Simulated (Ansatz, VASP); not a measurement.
Ge: VASP beside Ansatz

Contents of INCAR:

```
SYSTEM = Ge
PREC = Accurate
ENCUT = 520
EDIFF = 1E-8
ISMEAR = -1
SIGMA = 0.05
LREAL = .False.
LASPH = .True.
NELM = 60
ALGO = Normal
ISIF = 2
LWAVE = .False.
LCHARG = .False.
GGA = PS
LEFG = .True.
NBANDS = 36
```

File KPOINTS:

```
Automatic mesh
0
Gamma
  11 11 6
  0 0 0
```

POSCAR

```
Ge
1.0
    3.9159795603      0.0000000000      0.0000000000
   -1.9579897802      3.3913377800      0.0000000000
    0.0000000000      0.0000000000      6.4646589660
Ge
4
Direct
    0.6666666667      0.3333333333      0.0629012500
    0.3333333333      0.6666666667      0.5629012500
    0.6666666667      0.3333333333      0.4370987500
    0.3333333333      0.6666666667      0.9370987500
```

Input for Ansatz:

```yaml
crystal:
  lattice:
    - [3.9159795603, 0.0, 0.0]
    - [-1.9579897802, 3.39133778, 0.0]
    - [0.0, 0.0, 6.464658966]
  atoms:
    - { symbol: Ge, position: [0.6666666667, 0.3333333333, 0.06290125] }
    - { symbol: Ge, position: [0.3333333333, 0.6666666667, 0.56290125] }
    - { symbol: Ge, position: [0.6666666667, 0.3333333333, 0.43709875] }
    - { symbol: Ge, position: [0.3333333333, 0.6666666667, 0.93709875] }
kpoints:
  mp_grid: { grid: [11, 11, 6] }
scf:
  occupations: { method: fermi_dirac, width: 0.05 }
hamiltonian:
  xc: pbesol
  pseudopotentials: { kind: all_electron, datasets: crystal }
output:
  forces: true
  stress: true
  eigenvalues: true
  efg: { contact_densities: true }
```

Change from the starting cell: volume scaled by 0.94, crystal datasets.

Alike in both runs: task electric field gradients; functional PBEsol; k mesh 11 × 11 × 6; occupations fermi-dirac, width 0.05 eV; no spin polarisation.

```csv
,VASP,Ansatz
version,VASP 6.6.1,Ansatz 0.2.0
potentials or method,"VASP PAW PBE potentials, release 64 (Ge_d), cutoff 520 eV","all-electron PAW with datasets made for the crystal, scalar-relativistic"
```

|  | VASP | Ansatz | Ansatz less VASP |
| --- | --- | --- | --- |
| pressure (GPa) | 4.7 | 4.8 | +0.08 |
| rms of the force components (eV/Å) | 0.013 | 0.014 | +0.0003 |
| size of Vzz on the site where it differs most (V/Å²) | 8.8 | 9.0 | +0.15 |

VASP's potentials were made for PBE, not for PBEsol. Atom by atom the forces differ by 0.000 eV/Å (rms over components). Ansatz ran all-electron here, and VASP with PAW potentials.
